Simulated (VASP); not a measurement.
The system is HfN.

```
Hf N
1.0
     3.19047    0.00000    0.00000
     1.59523    2.76302    0.00000
     1.59523    0.92101    2.60500
Hf N
1 1
Direct
  0.00000 0.00000 0.00000
  0.50000 0.50000 0.50000
```

Base run:

| Property | Result |
| --- | --- |
| Program | VASP 6.6.1 |
| Functional | PBEsol |
| Potentials or basis | VASP PAW PBE potentials, release 64 (Hf_pv, N) |
| Cutoff | 600 eV |
| k mesh | 7 × 7 × 7 |
| Occupations | gaussian, width 0.1 eV |
| Spin | no spin polarisation |

Its results: pressure -4.0 GPa.

The run is repeated on the same cell with these changes: k mesh from 7 × 7 × 7 to 3 × 3 × 3. What comes out?

Pressure -2.1 GPa.

Caveats: some runs use coarse meshes; the PAW data sets were made with another functional, which shifts forces and pressure a little.
